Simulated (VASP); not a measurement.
# Hf5N6 in VASP: single point with r2SCAN

Aim: the single point of Hf5N6 with r2SCAN.

Program: VASP 6.6.1. These are calculated values, not measurements. Logs are shortened: lines on timing, memory, paths and dates and some standing lists are left out, and cuts for length are marked.

## (1) The cell of the first run

The cell holds a slab with vacuum, 11 atoms: a = 3.200 Å, b = 3.200 Å, c = 28.064 Å, α = 90.00°, β = 90.00°, γ = 120.00°.

## (2) Single point, r2SCAN

Input file POSCAR:

```
Hf5N6
1.0
    3.1999394461      0.0000000000      0.0000000000
   -1.5999697230      2.7712288509      0.0000000000
    0.0000000000      0.0000000000     28.0636980845
N Hf
6 5
Direct
    0.3333333333      0.6666666667      0.2772707668
    0.0000000000      0.0000000000      0.3640172639
    0.6666666667      0.3333333333      0.4519895334
    0.3333333333      0.6666666667      0.5480104618
    0.0000000000      0.0000000000      0.6359827325
    0.6666666667      0.3333333333      0.7227292417
    0.6666666667      0.3333333333      0.3045248984
    0.3333333333      0.6666666667      0.4064927655
    0.0000000000      0.0000000000      0.4999999971
    0.6666666667      0.3333333333      0.5935072307
    0.3333333333      0.6666666667      0.6954751081
```

Input file INCAR.step1:

```
SYSTEM = Hf5N6
PREC     = Accurate       ! precision mode
ENCUT    = 520            ! plane-wave cutoff, eV
ISMEAR   = 0              ! smearing method
SIGMA    = 0.1            ! smearing width, eV
LREAL    = .FALSE.        ! projectors in reciprocal space
LASPH    = .TRUE.         ! aspherical terms in the spheres
NELM     = 60             ! most SCF steps
LDIPOL   = .TRUE.       
IDIPOL   = 3            
DIPOL    = 0.5 0.5 0.500
NBANDS   = 51             ! bands
GGA      = PE             ! functional
ALGO     = Normal         ! electronic algorithm
EDIFF    = 1E-4           ! SCF threshold, eV
LWAVE    = .TRUE.         ! write WAVECAR
LCHARG   = .FALSE.        ! write CHGCAR
```

Input file INCAR.step2:

```
SYSTEM = Hf5N6
PREC     = Accurate       ! precision mode
ENCUT    = 520            ! plane-wave cutoff, eV
EDIFF    = 1E-7           ! SCF threshold, eV
ISMEAR   = 0              ! smearing method
SIGMA    = 0.1            ! smearing width, eV
LREAL    = .FALSE.        ! projectors in reciprocal space
LASPH    = .TRUE.         ! aspherical terms in the spheres
NELM     = 60             ! most SCF steps
ALGO     = Normal         ! electronic algorithm
ISIF     = 2              ! what is computed and relaxed
LWAVE    = .FALSE.        ! write WAVECAR
LCHARG   = .TRUE.         ! write CHGCAR
LDIPOL   = .TRUE.       
IDIPOL   = 3            
DIPOL    = 0.5 0.5 0.500
METAGGA  = R2SCAN         ! meta-GGA
LMIXTAU  = .TRUE.       
LELF     = .TRUE.         ! ELF
LVHAR    = .TRUE.       
LVACPOTAV= .TRUE.       
NBANDS   = 51             ! bands
ISTART   = 1
```

Input file KPOINTS:

```
Automatic mesh
0
G
  12 12 1
  0 0 0
```

Potentials or basis: VASP PAW PBE potentials, release 64 (N, Hf_pv).

Command:

```sh
$ cat potpaw_PBE.64/N/POTCAR potpaw_PBE.64/Hf_pv/POTCAR > POTCAR
$ cp INCAR.step1 INCAR
$ mpirun -np 1 vasp_std > vasp.out
$ cp INCAR.step2 INCAR
$ mpirun -np 1 vasp_std > vasp.out
```

OUTCAR:

```text
SYSTEM = Hf5N6
   PREC = Accurate
   ENCUT = 520
   EDIFF = 1E-7
   ISMEAR = 0
   LREAL = .FALSE.
   LASPH = .TRUE.
   NELM = 60
   ISIF = 2
   METAGGA = R2SCAN
   ISTART = 1

 ion  position               nearest neighbor table
   1  0.333  0.667  0.277-   7 2.00   7 2.00   7 2.00
   2  0.000  0.000  0.364-   8 2.20   8 2.20   8 2.20   7 2.49   7 2.49   7 2.49
   3  0.667  0.333  0.452-   8 2.25   8 2.25   8 2.25   9 2.29   9 2.29   9 2.29
   4  0.333  0.667  0.548-  10 2.25  10 2.25  10 2.25   9 2.29   9 2.29   9 2.29
   5  0.000  0.000  0.636-  10 2.20  10 2.20  10 2.20  11 2.49  11 2.49  11 2.49
   6  0.667  0.333  0.723-  11 2.00  11 2.00  11 2.00
   7  0.667  0.333  0.305-   1 2.00   1 2.00   1 2.00   2 2.49   2 2.49   2 2.49   8 3.41   8 3.41
                             8 3.41
   8  0.333  0.667  0.406-   2 2.20   2 2.20   2 2.20   3 2.25   3 2.25   3 2.25   9 3.21   9 3.21
                             9 3.21   7 3.41   7 3.41   7 3.41
   9  0.000  0.000  0.500-   3 2.29   3 2.29   3 2.29   4 2.29   4 2.29   4 2.29   8 3.21   8 3.21
                             8 3.21  10 3.21  10 3.21  10 3.21
  10  0.667  0.333  0.594-   5 2.20   5 2.20   5 2.20   4 2.25   4 2.25   4 2.25   9 3.21   9 3.21
                             9 3.21  11 3.41  11 3.41  11 3.41
  11  0.333  0.667  0.695-   6 2.00   6 2.00   6 2.00   5 2.49   5 2.49   5 2.49  10 3.41  10 3.41
                            10 3.41

  LATTYP: Found a hexagonal cell.
 ALAT       =     3.1999394461
 C/A-ratio  =     8.7700716083

  Lattice vectors:

 A1 = (   3.1999394461,   0.0000000000,   0.0000000000)
 A2 = (  -1.5999697230,   2.7712288509,   0.0000000000)
 A3 = (   0.0000000000,   0.0000000000,  28.0636980845)

Analysis of symmetry for initial positions (statically):
=====================================================================
 Subroutine PRICEL returns:
 Original cell was already a primitive cell.

 Routine SETGRP: Setting up the symmetry group for a
 hexagonal supercell.

 Subroutine GETGRP returns: Found 12 space group operations
 (whereof 12 operations were pure point group operations)
 out of a pool of 24 trial point group operations.

The static configuration has the point symmetry D_3d.

Analysis of symmetry for dynamics (positions and initial velocities):
=====================================================================
 Subroutine PRICEL returns:
 Original cell was already a primitive cell.

 Routine SETGRP: Setting up the symmetry group for a
 hexagonal supercell.

 Subroutine GETGRP returns: Found 12 space group operations
 (whereof 12 operations were pure point group operations)
[... 130 lines left out ...]
   EFERMI_NEDOS =   21; number of points for ismear=-14 and -15
   IALGO  =     38    algorithm
   IMIX   =      4    mixing-type and parameters
     AMIX     =   0.40;   BMIX     =  1.00
     AMIX_MAG =   1.60;   BMIX_MAG =  1.00
  volume/ion in A,a.u.               =      22.62       152.67
  Fermi-wavevector in a.u.,A,eV,Ry     =   1.121463  2.119259 17.111780  1.257680
  Thomas-Fermi vector in A             =   2.258117
   LORBIT       =      0    0 simple, 1 ext, 2 COOP (PROOUT), +10 PAW based schemes
   METAGGA = R2SCAN    functional components
   LHFCALC =     F    Hartree Fock is set to
   AEXX    =    0.0000 exact exchange contribution
   IVDW    =     0    specifies the selected vdW correction
   LEPSILON=     F    determine dielectric tensor
   LRPA    =     F    only Hartree local field effects (RPA)
 non-spin polarized calculation
 Gauss-broadening in eV      SIGMA  =   0.10
  energy-cutoff  :      520.00
  volume of cell :      248.86
 maximum number of plane-waves:      6768
 NGX is ok and might be reduce to    24
   NGX = 11   NGY = 11   NGZ =105

 number of electron      80.0000019 magnetization

 dipolmoment           0.000000      0.000000      0.000000 electrons x Angstroem

 Free energy of the ion-electron system (eV)
  ---------------------------------------------------
  ext. energy  EPLUGINS =         0.00000000
  ---------------------------------------------------
  free energy    TOTEN  =      -300.70717386 eV

  energy without entropy =     -300.69331836  energy(sigma->0) =     -300.70024611

 E-fermi :   0.7308     XC(G=0):  -7.1242

 val. band max:        0.7111841033   @ k =   0.3333   0.2500   0.0000
 cond. band min:       0.7474645655   @ k =   0.2500   0.2500   0.0000
 fundamental gap:      0.0362804622
 Fermi energy:         0.7308092841

 k-point     1 :       0.0000    0.0000    0.0000
  band No.  band energies     occupation
      1     -32.6387      2.00000
      2     -32.3978      2.00000
      3     -31.9611      2.00000
      4     -31.9411      2.00000
      5     -31.9411      2.00000
      6     -31.9364      2.00000
[... 1015 lines left out ...]
     50       4.8392      0.00000
     51       4.8392      0.00000

------------------------ aborting loop because EDIFF is reached ----------------------------------------

  FORCE on cell =-STRESS in cart. coord.  units (eV):
  Direction    XX          YY          ZZ          XY          YZ          ZX
  --------------------------------------------------------------------------------------
  -------------------------------------------------------------------------------------
  Total        5.6171233      5.6171233     -1.6586482      0.0000000      0.0000000      0.0000000
  in kB       36.1630865     36.1630865    -10.6783909      0.0000000      0.0000000      0.0000000
  external PRESSURE =      20.5492607 kB  Pullay stress =       0.0000000 kB

 VOLUME and BASIS-vectors are now :
 -----------------------------------------------------------------------------
  energy-cutoff  :      520.00
  volume of cell :      248.86
      direct lattice vectors                 reciprocal lattice vectors
     3.199939446  0.000000000  0.000000000     0.312505914  0.180425373  0.000000000
    -1.599969723  2.771228851  0.000000000     0.000000000  0.360850747  0.000000000
     0.000000000  0.000000000 28.063698085     0.000000000  0.000000000  0.035633223

 POSITION                                       TOTAL-FORCE (eV/Angst)
 -----------------------------------------------------------------------------------
     -0.00000      1.84749      7.78124         0.000000     -0.000000      0.103087
      0.00000      0.00000     10.21567        -0.000000      0.000000      0.063255
      1.59997      0.92374     12.68450        -0.000000     -0.000000     -0.015969
     -0.00000      1.84749     15.37920        -0.000000      0.000000      0.015969
      0.00000      0.00000     17.84803         0.000000      0.000000     -0.063255
      1.59997      0.92374     20.28246        -0.000000      0.000000     -0.103087
      1.59997      0.92374      8.54609        -0.000000      0.000000     -0.017978
     -0.00000      1.84749     11.40769         0.000000     -0.000000     -0.004135
      0.00000      0.00000     14.03185        -0.000000      0.000000     -0.000000
      1.59997      0.92374     16.65601        -0.000000      0.000000      0.004135
     -0.00000      1.84749     19.51760         0.000000      0.000000      0.017978
 -----------------------------------------------------------------------------------
    total drift:                                0.000000     -0.000000     -0.000022

  FREE ENERGIE OF THE ION-ELECTRON SYSTEM (eV)
  ---------------------------------------------------
  free  energy   TOTEN  =      -300.7071738619 eV

  energy  without entropy=     -300.6933183581  energy(sigma->0) =     -300.70024611

 vacuum level on the upper side and lower side of the slab         6.832         6.832
```

OUTCAR.step1:

```text
SYSTEM = Hf5N6
   PREC = Accurate
   ENCUT = 520
   ISMEAR = 0
   LREAL = .FALSE.
   LASPH = .TRUE.
   NELM = 60
[... 1287 lines left out ...]
      1.59997      0.92374     16.65601        -0.000000     -0.000000      0.030367
     -0.00000      1.84749     19.51760         0.000000     -0.000000     -0.293330
 -----------------------------------------------------------------------------------
    total drift:                               -0.000000      0.000000     -0.000031

  FREE ENERGIE OF THE ION-ELECTRON SYSTEM (eV)
  ---------------------------------------------------
  free  energy   TOTEN  =      -116.9581397113 eV

  energy  without entropy=     -116.9444042004  energy(sigma->0) =     -116.95127196

 vacuum level on the upper side and lower side of the slab         6.771         6.771
```

Run time: 44 min. Hardware: 1 thread of Intel Xeon Platinum 8259CL at 2.50GHz (Skylake/Cascade Lake), shared host; peak memory 0.47 GiB.

What came out:

```yaml
Free_energy: -300.7072 eV
Largest_force: 0.103 eV/Å
Band_gap_on_the_k_mesh: zero (bands 40 and 41 overlap by 1.23 eV)
```

Forces in eV/Å, atoms in the order of the input:
```
N    0.000  0.000  0.103
N    0.000  0.000  0.063
N    0.000  0.000 -0.016
N    0.000  0.000  0.016
N    0.000  0.000 -0.063
N    0.000  0.000 -0.103
Hf   0.000  0.000 -0.018
Hf   0.000  0.000 -0.004
Hf   0.000  0.000  0.000
Hf   0.000  0.000  0.004
Hf   0.000  0.000  0.018
```

Caveat: the PAW data sets were made with another functional, which shifts forces and pressure a little; spin-orbit coupling is left out, which moves the levels of the heavy elements.
